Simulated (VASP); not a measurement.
Runs of VASP 6.6.1 on In. The structure is that of space group P6_3/mmc (No. 194), or close to it. The cells are those of the table. This isn't the form of In at room conditions, which is tetragonal.

```tsv
cell	k mesh	gap on the mesh (eV)	pressure (GPa)
a = 3.442, b = 3.442, c = 11.175 Å, angles 90.0, 90.0, 120.0°, 4 atoms	12 × 12 × 3	none	2.3
a = 3.539, b = 3.539, c = 11.490 Å, angles 90.0, 90.0, 120.0°, 4 atoms	11 × 11 × 3	none	(a)
a = 3.586, b = 3.586, c = 11.641 Å, angles 90.0, 90.0, 120.0°, 4 atoms	12 × 12 × 3	none	(b)
a = 3.492, b = 3.492, c = 11.335 Å, angles 90.0, 90.0, 120.0°, 4 atoms	12 × 12 × 3	none	1.0
a = 3.539, b = 3.539, c = 11.490 Å, angles 90.0, 90.0, 120.0°, 4 atoms	12 × 12 × 3	none	0.0
```

Alike in all rows: task single point; level BLYP; potentials or basis VASP PAW PBE potentials, release 64 (In_d); no spin polarisation; cutoff (eV) 520; smearing fermi-dirac 0.1 eV.

**Question.** Estimate the missing entries.

**Answer.** (a) -0.1; (b) -0.8.

Caveats: the PAW data sets were made with another functional, which shifts forces and pressure a little; spin-orbit coupling is left out, which moves the levels of the heavy elements.

A k mesh can miss the band edges, and the runs leave out spin-orbit coupling on In.

A gap of «none» marks levels without a gap at the run's occupations.
